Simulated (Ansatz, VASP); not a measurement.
This is a calculation of BaS for Ansatz 0.2.0.

The input input.yaml:

```yaml
crystal:
  lattice:
    - [0.0, 3.19375, 3.19375]
    - [3.19375, 0.0, 3.19375]
    - [3.19375, 3.19375, 0.0]
  atoms:
    - { symbol: Ba, position: [0.0, 0.0, 0.0] }
    - { symbol: S, position: [0.5, 0.5, 0.5] }
kpoints:
  mp_grid: { grid: [4, 4, 4] }
scf:
  occupations: { method: fermi_dirac, width: 0.02 }
hamiltonian:
  xc: pbe
  pseudopotentials: { kind: all_electron, lapw: { basis_error: 0.003 } }
output:
  forces: true
  stress: true
  eigenvalues: true
```

Potentials or basis: all-electron LAPW, scalar-relativistic.

Launch:

```sh
$ ansatz run input.yaml --threads 1 --pin off --max-ram 3072MiB --backend cpu --events-out ev --progress --plain --runs-dir out
```

Task: Set up the same calculation for VASP 6.6.1. Potentials there: VASP PAW PBE potentials, release 64 (Ba_sv, S).

Result: As run (the cutoff follows the program's own potentials):

File INCAR:

```
  PREC = Accurate
  ENCUT = 520
  EDIFF = 1E-6
  ISMEAR = -1
  SIGMA = 0.02
  LREAL = F
  LASPH = T
  NELM = 100
  ALGO = Normal
  ISIF = 2
  LWAVE = F
  LCHARG = F
  GGA = PE
  NBANDS = 15
```

File KPOINTS:

```
Automatic mesh
0
Gamma
  4 4 4
```

POSCAR

```
BaS
1.0
    0.0000000000      3.1937500000      3.1937500000
    3.1937500000      0.0000000000      3.1937500000
    3.1937500000      3.1937500000      0.0000000000
Ba S
1 1
Direct
    0.0000000000      0.0000000000      0.0000000000
    0.5000000000      0.5000000000      0.5000000000
```

Potentials or basis: VASP PAW PBE potentials, release 64 (Ba_sv, S).

Command:

```console
$ cat potpaw_PBE.64/Ba_sv/POTCAR potpaw_PBE.64/S/POTCAR > POTCAR
$ mpirun -np 1 vasp_std > vasp.out
```

Both were run:

|  | VASP | Ansatz | Ansatz less VASP |
| --- | --- | --- | --- |
| gap on the k mesh at the Fermi level (eV) | 2.10 | 2.20 | +0.100 |
| least direct gap on the mesh (eV) | 2.24 | 2.31 | +0.068 |
| pressure (GPa) | 1.5 | 0.9 | -0.60 |

Ansatz ran all-electron here, and VASP with PAW potentials.

The k mesh is coarse, so the values compare programs but aren't converged. Neither program's run includes spin-orbit coupling.
